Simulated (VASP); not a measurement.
Set up this calculation in VASP 6.6.1, as the native input.

* Task: single point
* Functional: LDA
* Potentials or basis: VASP PAW LDA potentials, release 64 (Cs_sv, Ba_sv)
* Cutoff: 520 eV
* k mesh: 4 × 4 × 4
* Occupations: fermi-dirac, width 0.1 eV
* Spin: no spin polarisation
* Dipole correction: no
* Further INCAR settings: ALGO = Normal; EDIFF = 1e-07; NBANDS = 28

The structure of CsBa3 lies in POSCAR:

```
CsBa3
1.0
    0.0000000000      5.2212840000      5.2212840000
    5.2212840000      0.0000000000      5.2212840000
    5.2212840000      5.2212840000      0.0000000000
Cs Ba
1 3
Direct
    0.0000000000      0.0000000000      0.0000000000
    0.2500000000      0.2500000000      0.2500000000
    0.7500000000      0.7500000000      0.7500000000
    0.5000000000      0.5000000000      0.5000000000
```

One way to write it, as run:

INCAR

```
PREC = Accurate ; ENCUT = 520
EDIFF = 1E-7 ; ISMEAR = -1
SIGMA = 0.1 ; LREAL = False
LASPH = True ; NELM = 80
ALGO = Normal ; ISIF = 2
LWAVE = False ; LCHARG = False
GGA = CA ; NBANDS = 28
```

KPOINTS

```
Automatic mesh
0
Gamma
  4 4 4
```

Potentials or basis: VASP PAW LDA potentials, release 64 (Cs_sv, Ba_sv).

The run is started by

```sh
$ cat potpaw_LDA.64/Cs_sv/POTCAR potpaw_LDA.64/Ba_sv/POTCAR > POTCAR
$ mpirun -np 1 vasp_std > vasp.out
```

Results of the run:

```
Pressure : -1.0 GPa
```

Run time: 53 s on 1 thread of Intel(R) Xeon(R) Platinum 8488C (Sapphire Rapids), with other jobs on the host, peak memory 0.34 GiB.
